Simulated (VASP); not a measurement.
# Os (Pm-3m) in VASP: notebook

The runs below take Os through single point, with BLYP.

Program: VASP 6.6.1. These are calculated values, not measurements. Logs are shortened: lines on timing, memory, paths and dates and some standing lists are left out, and cuts for length are marked.

## (1) The cell of the first run

Symmetry: Pm-3m, No. 221, cubic system. Conventional cell: a = 2.563 Å, b = 2.563 Å, c = 2.563 Å, α = 90.00°, β = 90.00°, γ = 90.00°. Os (site symmetry m-3m) has 6 Os at 2.56 Å within 3.4 Å.

This isn't the form of Os at room conditions, which is hcp.

## (2) Single point, BLYP (16.83 Å³/atom)

INCAR

```
SYSTEM = Os
PREC = Accurate
ENCUT = 560
EDIFF = 1E-6
ISMEAR = -1
SIGMA = 0.1
LREAL = .False.
LASPH = .True.
NELM = 120
ALGO = Normal
ISIF = 2
LWAVE = .False.
LCHARG = .False.
GGA = B5
ALDAX = 1.0
AGGAX = 1.0
AGGAC = 1.0
ALDAC = 0.0
NBANDS = 14
GGA_COMPAT = .False.
```

KPOINTS

```
Automatic mesh
0
Gamma
  14 14 14
  0 0 0
```

POSCAR

```
Os
1.0
    2.5625371407      0.0000000000      0.0000000000
    0.0000000000      2.5625371407      0.0000000000
    0.0000000000      0.0000000000      2.5625371407
Os
1
Direct
    0.0000000000      0.0000000000      0.0000000000
```

Potentials or basis: VASP PAW PBE potentials, release 64 (Os_sv_GW).

On the command line:

```bash
> cat potpaw_PBE.64/Os_sv_GW/POTCAR > POTCAR
> mpirun -np 1 vasp_std > vasp.out
```

OUTCAR:

```text
SYSTEM = Os
   PREC = Accurate
   ENCUT = 560
   EDIFF = 1E-6
   ISMEAR = -1
   LREAL = .False.
   LASPH = .True.
   NELM = 120
   ISIF = 2
   GGA = B5

 ion  position               nearest neighbor table
   1  0.000  0.000  0.000-

  LATTYP: Found a simple cubic cell.
 ALAT       =     2.5625371407

  Lattice vectors:

 A1 = (   2.5625371407,   0.0000000000,   0.0000000000)
 A2 = (   0.0000000000,   2.5625371407,   0.0000000000)
 A3 = (   0.0000000000,   0.0000000000,   2.5625371407)

Analysis of symmetry for initial positions (statically):
=====================================================================
 Subroutine PRICEL returns:
 Original cell was already a primitive cell.

 Routine SETGRP: Setting up the symmetry group for a
 simple cubic supercell.

 Subroutine GETGRP returns: Found 48 space group operations
 (whereof 48 operations were pure point group operations)
 out of a pool of 48 trial point group operations.

The static configuration has the point symmetry O_h .

Analysis of symmetry for dynamics (positions and initial velocities):
=====================================================================
 Subroutine PRICEL returns:
 Original cell was already a primitive cell.

 Routine SETGRP: Setting up the symmetry group for a
 simple cubic supercell.

 Subroutine GETGRP returns: Found 48 space group operations
 (whereof 48 operations were pure point group operations)
 out of a pool of 48 trial point group operations.

The dynamic configuration has the point symmetry O_h .

 Subroutine INISYM returns: Found 48 space group operations
 (whereof 48 operations are pure point group operations),
 and found     1 'primitive' translations

----------------------------------------------------------------------------------------

                                     Primitive cell

  volume of cell :      16.8271

  direct lattice vectors                    reciprocal lattice vectors
     2.562537141  0.000000000  0.000000000     0.390238246  0.000000000  0.000000000
     0.000000000  2.562537141  0.000000000     0.000000000  0.390238246  0.000000000
     0.000000000  0.000000000  2.562537141     0.000000000  0.000000000  0.390238246

  length of vectors
     2.562537141  2.562537141  2.562537141     0.390238246  0.390238246  0.390238246

  position of ions in fractional coordinates (direct lattice)
     0.000000000  0.000000000  0.000000000

  ion indices of the primitive-cell ions
   primitive index   ion index
                 1           1

----------------------------------------------------------------------------------------

 KPOINTS: Automatic mesh

Automatic generation of k-mesh.
 Grid dimensions read from file:
 generate k-points for:   14   14   14

 Generating k-lattice:

  Cartesian coordinates                     Fractional coordinates (reciprocal lattice)
     0.027874160  0.000000000  0.000000000     0.071428571  0.000000000  0.000000000
     0.000000000  0.027874160  0.000000000     0.000000000  0.071428571  0.000000000
     0.000000000  0.000000000  0.027874160     0.000000000  0.000000000  0.071428571

  Length of vectors
     0.027874160  0.027874160  0.027874160

  Shift w.r.t. Gamma in fractional coordinates (k-lattice)
     0.000000000  0.000000000  0.000000000

 Subroutine IBZKPT returns following result:
 ===========================================

 Found    120 irreducible k-points:

 Following reciprocal coordinates:
            Coordinates               Weight
  0.000000  0.000000  0.000000      1.000000
  0.071429  0.000000  0.000000      6.000000
  0.142857  0.000000  0.000000      6.000000
  0.214286  0.000000  0.000000      6.000000
  0.285714  0.000000  0.000000      6.000000
  0.357143  0.000000  0.000000      6.000000
[... 16 lines left out ...]
  0.285714  0.214286  0.000000     24.000000
  0.357143  0.214286  0.000000     24.000000
 [... further k-points ...]
   k-points           NKPTS =    120   k-points in BZ     NKDIM =    120   number of bands    NBANDS=     14
   number of dos      NEDOS =    301   number of ions     NIONS =      1
   total plane-waves  NPLWV =   8000
   dimension x,y,z NGX =    20 NGY =   20 NGZ =   20
   dimension x,y,z NGXF=    40 NGYF=   40 NGZF=   40
   ions per type =               1
   NGX,Y,Z   is equivalent  to a cutoff of  12.98, 12.98, 12.98 a.u.
   NGXF,Y,Z  is equivalent  to a cutoff of  25.95, 25.95, 25.95 a.u.
 SYSTEM =  Os
   PREC   = accura    normal or accurate (medium, high low for compatibility)
   ISTART =      0    job   : 0-new  1-cont  2-samecut
   ICHARG =      2    charge: 1-file 2-atom 10-const
   ISPIN  =      1    spin polarized calculation?
   LNONCOLLINEAR =      F non collinear calculations
   LSORBIT =      F    spin-orbit coupling
   LASPH  =      T    aspherical Exc in radial PAW
   ENCUT  =  560.0 eV  41.16 Ry    6.42 a.u.   4.94  4.94  4.94*2*pi/ulx,y,z
   NELM   =    120;   NELMIN=  2; NELMDL= -5     # of ELM steps
   EDIFF  = 0.1E-05   stopping-criterion for ELM
   LREAL  =      F    real-space projection
   EDIFFG = 0.1E-04   stopping-criterion for IOM
   NSW    =      0    number of steps for IOM
   IBRION =     -1    ionic relax: 0-MD 1-quasi-New 2-CG
   NFREE  =      0    steps in history (QN), initial steepest desc. (CG)
   ISIF   =      2    stress and relaxation
   ISYM   =      2    0-nonsym 1-usesym 2-fastsym
   POTIM  = 0.5000    time-step for ionic-motion
   TEBEG  =    0.0;   TEEND  =   0.0 temperature during run
   PSTRESS=    0.0 pullay stress
   NELECT =      16.0000    total number of electrons
   NUPDOWN=      -1.0000    fix difference up-down
   EMIN   =  10.00;   EMAX   =-10.00  energy-range for DOS
   EFERMI =   0.00;   METHOD = LEGACY
   ISMEAR =    -1;   SIGMA  =   0.10  broadening in eV -4-tet -1-fermi 0-gaus
   EFERMI_NEDOS =   21; number of points for ismear=-14 and -15
   IALGO  =     38    algorithm
   IMIX   =      4    mixing-type and parameters
     AMIX     =   0.40;   BMIX     =  1.00
     AMIX_MAG =   1.60;   BMIX_MAG =  1.00
  volume/ion in A,a.u.               =      16.83       113.56
  Fermi-wavevector in a.u.,A,eV,Ry     =   1.609822  3.042123 35.259885  2.591528
  Thomas-Fermi vector in A             =   2.705471
   LORBIT       =      0    0 simple, 1 ext, 2 COOP (PROOUT), +10 PAW based schemes
   GGA     = B5    functional components
   LHFCALC =     F    Hartree Fock is set to
   AEXX    =    0.0000 exact exchange contribution
   IVDW    =     0    specifies the selected vdW correction
   LEPSILON=     F    determine dielectric tensor
   LRPA    =     F    only Hartree local field effects (RPA)
 non-spin polarized calculation
  energy-cutoff  :      560.00
  volume of cell :       16.83
 maximum number of plane-waves:       520
 NGX is ok and might be reduce to    20
   NGX =  9   NGY =  9   NGZ =  9

 number of electron      16.0000000 magnetization

 Free energy of the ion-electron system (eV)
  ---------------------------------------------------
  ext. energy  EPLUGINS =         0.00000000
  ---------------------------------------------------
  free energy    TOTEN  =        -9.59865311 eV

  energy without entropy =       -9.54511893  energy(sigma->0) =       -9.57188602

 E-fermi :  11.2643     XC(G=0): -12.5904

 val. band max:       11.2327670458   @ k =   0.2143   0.1429   0.0714
 cond. band min:      11.2729419659   @ k =   0.2857   0.0714   0.0714
 fundamental gap:      0.0401749201
 Fermi energy:        11.2643489859

 k-point     1 :       0.0000    0.0000    0.0000
  band No.  band energies     occupation
      1     -74.6186      2.00000
      2     -33.8068      2.00000
      3     -33.8068      2.00000
      4     -33.8068      2.00000
      5       2.0929      2.00000
      6       5.4084      2.00000
      7       5.4084      2.00000
      8      13.5008      0.00000
      9      13.5008      0.00000
     10      13.5008      0.00000
     11      26.5312      0.00000
     12      26.5312      0.00000
     13      26.5312      0.00000
     14      33.2196      0.00000

 k-point     2 :       0.0714    0.0000    0.0000
  band No.  band energies     occupation
      1     -74.6152      2.00000
      2     -33.8582      2.00000
      3     -33.8025      2.00000
      4     -33.8025      2.00000
      5       2.2585      2.00000
      6       5.4452      2.00000
      7       5.5785      2.00000
      8      13.2888      0.00000
      9      13.2888      0.00000
     10      13.5166      0.00000
     11      25.6132      0.00000
     12      26.8568      0.00000
     13      26.8568      0.00000
     14      33.8607      0.00000

 k-point     3 :       0.1429    0.0000    0.0000
  band No.  band energies     occupation
      1     -74.6054      2.00000
      2     -34.0006      2.00000
      3     -33.7904      2.00000
      4     -33.7904      2.00000
      5       2.7089      2.00000
      6       5.5498      2.00000
      7       6.0987      2.00000
      8      12.7400      0.00000
      9      12.7400      0.00000
     10      13.5611      0.00000
     11      23.7688      0.00000
     12      27.7297      0.00000
     13      27.7297      0.00000
     14      32.0550      0.00000
[... 324 lines left out ...]
 k-point    23 :       0.2857    0.2143    0.0000
  band No.  band energies     occupation
      1     -74.5500      2.00000
      2     -34.3804      2.00000
      3     -34.1411      2.00000
      4     -33.7222      2.00000
      5       5.0527      2.00000
      6       6.9353      2.00000
      7       8.4571      2.00000
      8      10.4231      1.99956
      9      11.5312      0.12976
     10      12.3635      0.00003
     11      21.8639      0.00000
     12      24.9019      0.00000
     13      29.8653      0.00000
     14      32.9246      0.00000

 k-point    24 :       0.3571    0.2143    0.0000
  band No.  band energies     occupation
      1     -74.5360      2.00000
      2     -34.5700      2.00000
      3     -34.1209      2.00000
      4     -33.7049      2.00000
      5       5.5309      2.00000
      6       7.0207      2.00000
      7       8.4854      2.00000
      8      11.0023      1.86434
      9      11.4992      0.17432
     10      12.4451      0.00001
     11      20.2306      0.00000
     12      25.9445      0.00000
     13      29.0540      0.00000
     14      33.6410      0.00000

 [... further k-points ...]

------------------------ aborting loop because EDIFF is reached ----------------------------------------

  FORCE on cell =-STRESS in cart. coord.  units (eV):
  Direction    XX          YY          ZZ          XY          YZ          ZX
  --------------------------------------------------------------------------------------
  -------------------------------------------------------------------------------------
  Total        1.1384823      1.1384823      1.1384823      0.0000000      0.0000000      0.0000000
  in kB      108.3992715    108.3992715    108.3992715      0.0000000      0.0000000      0.0000000
  external PRESSURE =     108.3992715 kB  Pullay stress =       0.0000000 kB

 VOLUME and BASIS-vectors are now :
 -----------------------------------------------------------------------------
  energy-cutoff  :      560.00
  volume of cell :       16.83
      direct lattice vectors                 reciprocal lattice vectors
     2.562537141  0.000000000  0.000000000     0.390238246  0.000000000  0.000000000
     0.000000000  2.562537141  0.000000000     0.000000000  0.390238246  0.000000000
     0.000000000  0.000000000  2.562537141     0.000000000  0.000000000  0.390238246

 POSITION                                       TOTAL-FORCE (eV/Angst)
 -----------------------------------------------------------------------------------
      0.00000      0.00000      0.00000         0.000000      0.000000      0.000000
 -----------------------------------------------------------------------------------
    total drift:                               -0.000000     -0.000000     -0.000000

  FREE ENERGIE OF THE ION-ELECTRON SYSTEM (eV)
  ---------------------------------------------------
  free  energy   TOTEN  =        -9.5986531053 eV

  energy  without entropy=       -9.5451189311  energy(sigma->0) =       -9.57188602
```

It took 21 s on 1 thread of AMD EPYC 7R13 (Zen 3), shared host; peak memory 0.12 GiB.

Results:

```
Free energy            : -9.5987 eV
Pressure               : 10.8 GPa
Band gap on the k mesh : zero (bands 8 and 9 overlap by 5.68 eV)
```

Levels at points of the mesh, in eV from the Fermi level:
| k point | band 6 | band 7 | band 8 | band 9 | band 10 | band 11 |
| --- | --- | --- | --- | --- | --- | --- |
| (0.00, 0.00, 0.00) | -5.86 | -5.86 | 2.24 | 2.24 | 2.24 | 15.27 |
| (0.50, 0.00, 0.00) | -5.04 | -0.96 | -0.96 | -0.77 | 2.56 | 7.06 |
| (0.50, 0.50, 0.00) | -4.46 | -0.35 | -0.35 | 4.62 | 4.69 | 4.69 |
| (0.50, 0.50, 0.50) | -5.12 | -5.12 | 4.85 | 4.85 | 8.70 | 11.18 |

Caveat: the cell stands under pressure; the PAW data sets were made with another functional, which shifts forces and pressure a little; spin-orbit coupling is left out, which moves the levels of the heavy elements.

## (3) Single point, BLYP (16.13 Å³/atom)

This run uses another cell than the first one, of 16.13 Å³/atom.

INCAR

```
PREC = Accurate
ENCUT = 560
EDIFF = 1E-6
ISMEAR = -1
SIGMA = 0.1
LREAL = False
LASPH = True
NELM = 120
ALGO = Normal
ISIF = 2
LWAVE = False
LCHARG = False
GGA = B5
ALDAX = 1.0
AGGAX = 1.0
AGGAC = 1.0
ALDAC = 0.0
NBANDS = 14
GGA_COMPAT = False
```

KPOINTS

```
Automatic mesh
0
Gamma
  14 14 14
```

POSCAR

```
Os
1.0
    2.5264402601      0.0000000000      0.0000000000
    0.0000000000      2.5264402601      0.0000000000
    0.0000000000      0.0000000000      2.5264402601
Os
1
Direct
    0.0000000000      0.0000000000      0.0000000000
```

Potentials or basis: VASP PAW PBE potentials, release 64 (Os_sv_GW).

On the command line:

```bash
> cat potpaw_PBE.64/Os_sv_GW/POTCAR > POTCAR
> mpirun -np 1 vasp_std > vasp.out
```

OUTCAR:

```text
PREC = Accurate
   ENCUT = 560
   EDIFF = 1E-6
   ISMEAR = -1
   LREAL = False
   LASPH = True
   NELM = 120
   ISIF = 2
   GGA = B5

 ion  position               nearest neighbor table
   1  0.000  0.000  0.000-

  LATTYP: Found a simple cubic cell.
 ALAT       =     2.5264402601

  Lattice vectors:

 A1 = (   2.5264402601,   0.0000000000,   0.0000000000)
 A2 = (   0.0000000000,   2.5264402601,   0.0000000000)
 A3 = (   0.0000000000,   0.0000000000,   2.5264402601)

Analysis of symmetry for initial positions (statically):
=====================================================================
 Subroutine PRICEL returns:
 Original cell was already a primitive cell.

 Routine SETGRP: Setting up the symmetry group for a
 simple cubic supercell.

 Subroutine GETGRP returns: Found 48 space group operations
 (whereof 48 operations were pure point group operations)
 out of a pool of 48 trial point group operations.

The static configuration has the point symmetry O_h .

[... 166 lines left out ...]
  band No.  band energies     occupation
      1     -73.9702      2.00000
      2     -33.1061      2.00000
      3     -33.1061      2.00000
      4     -33.1061      2.00000
      5       2.4745      2.00000
      6       5.7801      2.00000
      7       5.7801      2.00000
      8      14.3782      0.00000
      9      14.3782      0.00000
     10      14.3782      0.00000
     11      27.5408      0.00000
     12      27.5408      0.00000
     13      27.5408      0.00000
     14      34.4694      0.00000
[... 377 lines left out ...]
      1     -73.8712      2.00000
      2     -33.9814      2.00000
      3     -33.4662      2.00000
      4     -32.9886      2.00000
      5       5.9925      2.00000
      6       7.4792      2.00000
      7       9.0555      2.00000
      8      11.6924      1.89779
      9      12.2409      0.14298
     10      13.2400      0.00001
     11      21.2566      0.00000
     12      27.0175      0.00000
     13      29.9808      0.00000
     14      34.9405      0.00000

 [... further k-points ...]

------------------------ aborting loop because EDIFF is reached ----------------------------------------

  FORCE on cell =-STRESS in cart. coord.  units (eV):
  Direction    XX          YY          ZZ          XY          YZ          ZX
  --------------------------------------------------------------------------------------
  -------------------------------------------------------------------------------------
  Total        2.4484810      2.4484810      2.4484810      0.0000000      0.0000000      0.0000000
  in kB      243.2653297    243.2653297    243.2653297      0.0000000      0.0000000      0.0000000
  external PRESSURE =     243.2653297 kB  Pullay stress =       0.0000000 kB

 VOLUME and BASIS-vectors are now :
 -----------------------------------------------------------------------------
  energy-cutoff  :      560.00
  volume of cell :       16.13
      direct lattice vectors                 reciprocal lattice vectors
     2.526440260  0.000000000  0.000000000     0.395813832  0.000000000  0.000000000
     0.000000000  2.526440260  0.000000000     0.000000000  0.395813832  0.000000000
     0.000000000  0.000000000  2.526440260     0.000000000  0.000000000  0.395813832

 POSITION                                       TOTAL-FORCE (eV/Angst)
 -----------------------------------------------------------------------------------
      0.00000      0.00000      0.00000         0.000000      0.000000      0.000000
 -----------------------------------------------------------------------------------
    total drift:                                0.000000      0.000000      0.000000

  FREE ENERGIE OF THE ION-ELECTRON SYSTEM (eV)
  ---------------------------------------------------
  free  energy   TOTEN  =        -9.5166779987 eV

  energy  without entropy=       -9.4654904479  energy(sigma->0) =       -9.49108422
```

OSZICAR:

```text
N       E                     dE             d eps       ncg     rms          rms(c)
DAV:   1     0.104706631938E+03    0.10471E+03   -0.11004E+04  3424   0.126E+03
DAV:   2    -0.858121133441E+01   -0.11329E+03   -0.10709E+03  4164   0.355E+02
DAV:   3    -0.104057864597E+02   -0.18246E+01   -0.18148E+01  3834   0.417E+01
DAV:   4    -0.104091347486E+02   -0.33483E-02   -0.33481E-02  4146   0.222E+00
DAV:   5    -0.104091432969E+02   -0.85483E-05   -0.85489E-05  3840   0.102E-01    0.991E+01
DAV:   6    -0.958319148820E+01    0.82595E+00   -0.10280E+00  3564   0.102E+01    0.534E+01
DAV:   7    -0.953418334336E+01    0.49008E-01   -0.36167E-01  3852   0.577E+00    0.847E+00
DAV:   8    -0.951668776965E+01    0.17496E-01   -0.56312E-02  3606   0.262E+00    0.871E-01
DAV:   9    -0.951670281666E+01   -0.15047E-04   -0.85502E-04  3798   0.297E-01    0.619E-01
DAV:  10    -0.951667319240E+01    0.29624E-04   -0.60239E-05  3906   0.101E-01    0.302E-01
DAV:  11    -0.951667793481E+01   -0.47424E-05   -0.42304E-06  3870   0.224E-02    0.391E-02
DAV:  12    -0.951667799873E+01   -0.63912E-07   -0.95159E-08  2040   0.310E-03
   1 F= -.95166780E+01 E0= -.94910842E+01  d E =-.511876E-01
```

Wall time 18 s (1 thread of Intel Xeon Platinum 8488C (Sapphire Rapids), shared host); peak memory 0.14 GiB.

Results:

```yaml
Free_energy: -9.5167 eV
Pressure: 24.3 GPa
Band_gap_on_the_k_mesh: zero (bands 8 and 9 overlap by 6.09 eV)
```

Levels at points of the mesh, in eV from the Fermi level:
| k point | band 6 | band 7 | band 8 | band 9 | band 10 | band 11 |
| --- | --- | --- | --- | --- | --- | --- |
| (0.00, 0.00, 0.00) | -6.20 | -6.20 | 2.39 | 2.39 | 2.39 | 15.56 |
| (0.50, 0.00, 0.00) | -5.34 | -1.03 | -1.03 | -0.88 | 2.75 | 7.50 |
| (0.50, 0.50, 0.00) | -4.68 | -0.38 | -0.38 | 4.81 | 4.81 | 4.93 |
| (0.50, 0.50, 0.50) | -5.46 | -5.46 | 5.18 | 5.18 | 8.52 | 11.65 |

Caveat: the cell stands under pressure; the PAW data sets were made with another functional, which shifts forces and pressure a little; spin-orbit coupling is left out, which moves the levels of the heavy elements.

(Continued in part 2 of 2.)

The gap in the log of VASP goes by the Fermi energy; the results here count the filled bands.